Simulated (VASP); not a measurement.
Here is a VASP 6.6.1 calculation.

Contents of INCAR:

```
PREC = Accurate
ENCUT = 520
EDIFF = 1E-8
ISMEAR = -1
SIGMA = 0.03
LREAL = F
LASPH = T
NELM = 100
ALGO = Normal
ISIF = 2
LWAVE = F
LCHARG = F
GGA = PE
LEFG = T
NBANDS = 7
```

KPOINTS

```
Automatic mesh
0
Gamma
  16 16 16
```

POSCAR

```
Mg
1.0
    0.0000000000      2.2882721944      2.2882721944
    2.2882721944      0.0000000000      2.2882721944
    2.2882721944      2.2882721944      0.0000000000
Mg
1
Direct
    0.0000000000      0.0000000000      0.0000000000
```

Potentials or basis: VASP PAW PBE potentials, release 64 (Mg).

Run with:

```console
$ cat potpaw_PBE.64/Mg/POTCAR > POTCAR
$ mpirun -np 1 vasp_std > vasp.out
```

(1) What does it give for the band gap on the k mesh?

(2) What does it give for the pressure?

Answers

(1) zero (band 1 reaches 3.83 eV, above the bottom of band 2 at 1.11 eV).

(2) -1.3 GPa.

Caveat: without QUAD_EFG the Cq values of the log hold for a quadrupole moment of 1 mb, not for the nuclei.
